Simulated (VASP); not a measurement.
# AlCu (rocksalt type) (Fm-3m) in VASP: further runs

Runs on AlCu (rocksalt type). Level: r2SCAN. Tasks: single point, relaxation of cell and atoms.

Program: VASP 6.6.1. These are calculated values, not measurements. Logs are shortened: lines on timing, memory, paths and dates and some standing lists are left out, and cuts for length are marked.

## Step 1: The cell of the first run

Symmetry: Fm-3m, No. 225, cubic system. Conventional cell: a = 4.787 Å, b = 4.787 Å, c = 4.787 Å, α = 90.00°, β = 90.00°, γ = 90.00°. Within 3.2 Å of Cu (site symmetry m-3m) lie 6 Al at 2.39 Å. Al (site symmetry m-3m) has 6 Cu at 2.39 Å within 3.2 Å.

## Step 2: Single point, r2SCAN (13.71 Å³/atom)

Input file POSCAR:

```
AlCu
1.0
    0.0000000000      2.3934340616      2.3934340616
    2.3934340616      0.0000000000      2.3934340616
    2.3934340616      2.3934340616      0.0000000000
Cu Al
1 1
Direct
    0.0000000000      0.0000000000      0.0000000000
    0.5000000000      0.5000000000      0.5000000000
```

Input file INCAR.step1:

```
SYSTEM = AlCu
  PREC = Accurate
  ENCUT = 520
  ISMEAR = -1
  SIGMA = 0.08
  LREAL = .False.
  LASPH = .True.
  NELM = 100
  NBANDS = 14
  GGA = PE
  ALGO = Normal
  EDIFF = 1E-4
  LWAVE = .True.
  LCHARG = .False.
```

Input file INCAR.step2:

```
SYSTEM = AlCu
  PREC = Accurate
  ENCUT = 520
  EDIFF = 1E-6
  ISMEAR = -1
  SIGMA = 0.08
  LREAL = .False.
  LASPH = .True.
  NELM = 100
  ALGO = Normal
  ISIF = 2
  LWAVE = .False.
  LCHARG = .False.
  METAGGA = R2SCAN
  LMIXTAU = .True.
  NBANDS = 14
  ISTART = 1
```

Input file KPOINTS:

```
Automatic mesh
0
Gamma
  13 13 13
  0 0 0
```

Potentials or basis: VASP PAW PBE potentials, release 64 (Cu, Al).

Started as:

```bash
> cat potpaw_PBE.64/Cu/POTCAR potpaw_PBE.64/Al/POTCAR > POTCAR
> cp INCAR.step1 INCAR
> mpirun -np 1 vasp_std > vasp.out
> cp INCAR.step2 INCAR
> mpirun -np 1 vasp_std > vasp.out
```

OUTCAR:

```text
SYSTEM = AlCu
   PREC = Accurate
   ENCUT = 520
   EDIFF = 1E-6
   ISMEAR = -1
   LREAL = .False.
   LASPH = .True.
   NELM = 100
   ISIF = 2
   METAGGA = R2SCAN
   ISTART = 1

 ion  position               nearest neighbor table
   1  0.000  0.000  0.000-   2 2.39   2 2.39   2 2.39   2 2.39   2 2.39   2 2.39
   2  0.500  0.500  0.500-   1 2.39   1 2.39   1 2.39   1 2.39   1 2.39   1 2.39

  LATTYP: Found a face centered cubic cell.
 ALAT       =     4.7868681232

  Lattice vectors:

 A1 = (   0.0000000000,   2.3934340616,   2.3934340616)
 A2 = (   2.3934340616,   0.0000000000,   2.3934340616)
 A3 = (   2.3934340616,   2.3934340616,   0.0000000000)

Analysis of symmetry for initial positions (statically):
=====================================================================
 Subroutine PRICEL returns:
 Original cell was already a primitive cell.

 Routine SETGRP: Setting up the symmetry group for a
 face centered cubic supercell.

 Subroutine GETGRP returns: Found 48 space group operations
 (whereof 48 operations were pure point group operations)
 out of a pool of 48 trial point group operations.

The static configuration has the point symmetry O_h .

Analysis of symmetry for dynamics (positions and initial velocities):
=====================================================================
 Subroutine PRICEL returns:
 Original cell was already a primitive cell.

 Routine SETGRP: Setting up the symmetry group for a
 face centered cubic supercell.

 Subroutine GETGRP returns: Found 48 space group operations
 (whereof 48 operations were pure point group operations)
 out of a pool of 48 trial point group operations.

The dynamic configuration has the point symmetry O_h .

 Subroutine INISYM returns: Found 48 space group operations
 (whereof 48 operations are pure point group operations),
 and found     1 'primitive' translations

----------------------------------------------------------------------------------------

                                     Primitive cell

  volume of cell :      27.4217

  direct lattice vectors                    reciprocal lattice vectors
     0.000000000  2.393434062  2.393434062    -0.208904857  0.208904857  0.208904857
     2.393434062  0.000000000  2.393434062     0.208904857 -0.208904857  0.208904857
     2.393434062  2.393434062  0.000000000     0.208904857  0.208904857 -0.208904857

  length of vectors
     3.384826911  3.384826911  3.384826911     0.361833826  0.361833826  0.361833826

  position of ions in fractional coordinates (direct lattice)
     0.000000000  0.000000000  0.000000000
     0.500000000  0.500000000  0.500000000
[... 83 lines left out ...]
   ISIF   =      2    stress and relaxation
   ISYM   =      2    0-nonsym 1-usesym 2-fastsym
   POTIM  = 0.5000    time-step for ionic-motion
   TEBEG  =    0.0;   TEEND  =   0.0 temperature during run
   PSTRESS=    0.0 pullay stress
   NELECT =      14.0000    total number of electrons
   NUPDOWN=      -1.0000    fix difference up-down
   EMIN   =  10.00;   EMAX   =-10.00  energy-range for DOS
   EFERMI =   0.00;   METHOD = LEGACY
   ISMEAR =    -1;   SIGMA  =   0.08  broadening in eV -4-tet -1-fermi 0-gaus
   EFERMI_NEDOS =   21; number of points for ismear=-14 and -15
   IALGO  =     38    algorithm
   IMIX   =      4    mixing-type and parameters
     AMIX     =   0.40;   BMIX     =  1.00
     AMIX_MAG =   1.60;   BMIX_MAG =  1.00
  volume/ion in A,a.u.               =      13.71        92.53
  Fermi-wavevector in a.u.,A,eV,Ry     =   1.308437  2.472587 23.293263  1.712007
  Thomas-Fermi vector in A             =   2.439104
   LORBIT       =      0    0 simple, 1 ext, 2 COOP (PROOUT), +10 PAW based schemes
   METAGGA = R2SCAN    functional components
   LHFCALC =     F    Hartree Fock is set to
   AEXX    =    0.0000 exact exchange contribution
   IVDW    =     0    specifies the selected vdW correction
   LEPSILON=     F    determine dielectric tensor
   LRPA    =     F    only Hartree local field effects (RPA)
 non-spin polarized calculation
  energy-cutoff  :      520.00
  volume of cell :       27.42
 maximum number of plane-waves:       751
 NGX is ok and might be reduce to    28
   NGX = 13   NGY = 13   NGZ = 13

 number of electron      14.0000009 magnetization

 Free energy of the ion-electron system (eV)
  ---------------------------------------------------
  ext. energy  EPLUGINS =         0.00000000
  ---------------------------------------------------
  free energy    TOTEN  =       -16.80545026 eV

  energy without entropy =      -16.79500050  energy(sigma->0) =      -16.80022538

 E-fermi :   8.2020     XC(G=0): -12.2322

 val. band max:        8.0825217337   @ k =  -0.4615   0.3846   0.1538
 cond. band min:       8.2594947448   @ k =  -0.3077   0.4615   0.1538
 fundamental gap:      0.1769730112
 Fermi energy:         8.2019714274

 k-point     1 :       0.0000    0.0000    0.0000
  band No.  band energies     occupation
      1      -3.1425      2.00000
      2       3.8582      2.00000
      3       3.8582      2.00000
      4       3.8582      2.00000
      5       3.9083      2.00000
      6       3.9083      2.00000
      7      14.8986      0.00000
      8      14.8986      0.00000
      9      14.8986      0.00000
     10      18.3030      0.00000
     11      18.3030      0.00000
     12      18.3030      0.00000
     13      20.3752      0.00000
     14      23.0166      0.00000
[... 377 lines left out ...]
      1       0.5915      2.00000
      2       2.8867      2.00000
      3       3.5265      2.00000
      4       3.6995      2.00000
      5       4.3811      2.00000
      6       4.4341      2.00000
      7       5.8899      2.00000
      8      11.8701      0.00000
      9      12.0443      0.00000
     10      14.7445      0.00000
     11      18.9072      0.00000
     12      19.8912      0.00000
     13      21.5315      0.00000
     14      23.2853      0.00000

 [... further k-points ...]
[... 5 lines left out ...]
  --------------------------------------------------------------------------------------
  -------------------------------------------------------------------------------------
  Total        2.5221122      2.5221122      2.5221122      0.0000000      0.0000000      0.0000000
  in kB      147.3603301    147.3603301    147.3603301      0.0000000      0.0000000      0.0000000
  external PRESSURE =     147.3603301 kB  Pullay stress =       0.0000000 kB

 VOLUME and BASIS-vectors are now :
 -----------------------------------------------------------------------------
  energy-cutoff  :      520.00
  volume of cell :       27.42
      direct lattice vectors                 reciprocal lattice vectors
     0.000000000  2.393434062  2.393434062    -0.208904857  0.208904857  0.208904857
     2.393434062  0.000000000  2.393434062     0.208904857 -0.208904857  0.208904857
     2.393434062  2.393434062  0.000000000     0.208904857  0.208904857 -0.208904857

 POSITION                                       TOTAL-FORCE (eV/Angst)
 -----------------------------------------------------------------------------------
      0.00000      0.00000      0.00000         0.000000      0.000000      0.000000
      2.39343      2.39343      2.39343        -0.000000     -0.000000     -0.000000
 -----------------------------------------------------------------------------------
    total drift:                               -0.000000     -0.000000      0.000000

  FREE ENERGIE OF THE ION-ELECTRON SYSTEM (eV)
  ---------------------------------------------------
  free  energy   TOTEN  =       -16.8054502583 eV

  energy  without entropy=      -16.7950005017  energy(sigma->0) =      -16.80022538
```

OUTCAR.step1:

```text
SYSTEM = AlCu
   PREC = Accurate
   ENCUT = 520
   ISMEAR = -1
   LREAL = .False.
   LASPH = .True.
[... 629 lines left out ...]
      0.00000      0.00000      0.00000         0.000000     -0.000000      0.000000
      2.39343      2.39343      2.39343        -0.000000      0.000000     -0.000000
 -----------------------------------------------------------------------------------
    total drift:                               -0.000000     -0.000000      0.000000

  FREE ENERGIE OF THE ION-ELECTRON SYSTEM (eV)
  ---------------------------------------------------
  free  energy   TOTEN  =        -6.8045461335 eV

  energy  without entropy=       -6.7930409188  energy(sigma->0) =       -6.79879353
```

Wall time 84 s (1 thread of Intel Xeon 6975P-C (Granite Rapids), shared host); peak memory 0.18 GiB.

Results:

```
Free energy            : -16.8055 eV
Pressure               : 14.7 GPa
Band gap on the k mesh : zero (bands 7 and 8 overlap by 8.25 eV)
```

Levels at points of the mesh, in eV from the Fermi level:
| k point | band 3 | band 4 | band 5 | band 6 | band 7 | band 8 | band 9 | band 10 | band 11 | band 12 |
| --- | --- | --- | --- | --- | --- | --- | --- | --- | --- | --- |
| (0.00, 0.00, 0.00) | -4.34 | -4.34 | -4.29 | -4.29 | 6.70 | 6.70 | 6.70 | 10.10 | 10.10 | 10.10 |

Caveat: the cell stands under pressure; the PAW data sets were made with another functional, which shifts forces and pressure a little.

(Continued in part 2 of 2.)

The gap in the log of VASP goes by the Fermi energy; the results here count the filled bands.